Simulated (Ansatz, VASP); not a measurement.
**TaN: VASP beside Ansatz**

INCAR

```
SYSTEM = TaN
PREC     = Accurate       ! precision mode
ENCUT    = 600            ! plane-wave cutoff, eV
EDIFF    = 1E-6           ! SCF threshold, eV
ISMEAR   = -1             ! smearing method
SIGMA    = 0.01           ! smearing width, eV
LREAL    = .False.        ! projectors in reciprocal space
LASPH    = .True.         ! aspherical terms in the spheres
NELM     = 120            ! most SCF steps
ALGO     = Normal         ! electronic algorithm
ISIF     = 2              ! what is computed and relaxed
LWAVE    = .False.        ! write WAVECAR
LCHARG   = .False.        ! write CHGCAR
GGA      = PE             ! functional
NBANDS   = 24             ! bands
GGA_COMPAT= .False.
```

KPOINTS

```
regular mesh
0
Gamma
  9 9 5
  0 0 0
```

The input POSCAR:

```
TaN
1.0
    3.0500010905      0.0000000000      0.0000000000
   -1.5250005453      2.6413784260      0.0000000000
    0.0000000000      0.0000000000      4.8412000000
Ta N
2 2
Direct
    0.3333333333      0.6666666667      0.0000000000
    0.6666666667      0.3333333333      0.5000000000
    0.3333333333      0.6666666667      0.3850000000
    0.6666666667      0.3333333333      0.8850000000
```

Input for Ansatz:

```yaml
crystal:
  lattice:
    - [3.0500010905, 0.0, 0.0]
    - [-1.5250005453, 2.641378426, 0.0]
    - [0.0, 0.0, 4.8412]
  atoms:
    - { symbol: Ta, position: [0.3333333333, 0.6666666667, 0.0] }
    - { symbol: Ta, position: [0.6666666667, 0.3333333333, 0.5] }
    - { symbol: "N", position: [0.3333333333, 0.6666666667, 0.385] }
    - { symbol: "N", position: [0.6666666667, 0.3333333333, 0.885] }
kpoints:
  mp_grid: { grid: [9, 9, 5] }
  band_path:
    path:
      - [0.0, 0.0, 0.0]
      - [0.5, 0.0, 0.0]
      - [0.3333333333, 0.3333333333, 0.0]
      - [0.0, 0.0, 0.0]
      - [0.0, 0.0, 0.5]
      - [0.5, 0.0, 0.5]
      - [0.3333333333, 0.3333333333, 0.5]
      - [0.0, 0.0, 0.5]
      - [0.5, 0.0, 0.5]
    npoints: 5
scf:
  occupations: { method: fermi_dirac, width: 0.01 }
hamiltonian:
  xc: pbe
  pseudopotentials: { kind: all_electron, lapw: { basis_error: 0.001 } }
output:
  forces: true
  stress: true
  eigenvalues: true
```

Change from the starting cell: zz strain of -2 %.

Alike in both runs: task single point; functional PBE; k mesh 9 × 9 × 5; occupations fermi-dirac, width 0.01 eV; no spin polarisation.

|  | VASP | Ansatz |
| --- | --- | --- |
| version | VASP 6.6.1 | Ansatz 0.2.0 |
| potentials or method | VASP PAW PBE potentials, release 64 (Ta_pv, N), cutoff 600 eV | all-electron LAPW, scalar-relativistic |

```csv
,VASP,Ansatz,Ansatz less VASP
pressure (GPa),154.7,148.8,-5.91
"traceless stress, the component that is largest in VASP (GPa)",-10.56,-10.21,+0.349
rms of the force components (eV/Å),0.693,0.691,-0.0015
```

Atom by atom the forces differ by 0.001 eV/Å (rms over components). Both programs put the cell under a high pressure, so it lies far from rest at this level. Ansatz ran all-electron here, and VASP with PAW potentials.

Spin-orbit coupling is off throughout. Noted on VASP's run: the cell as given lies far from equilibrium.
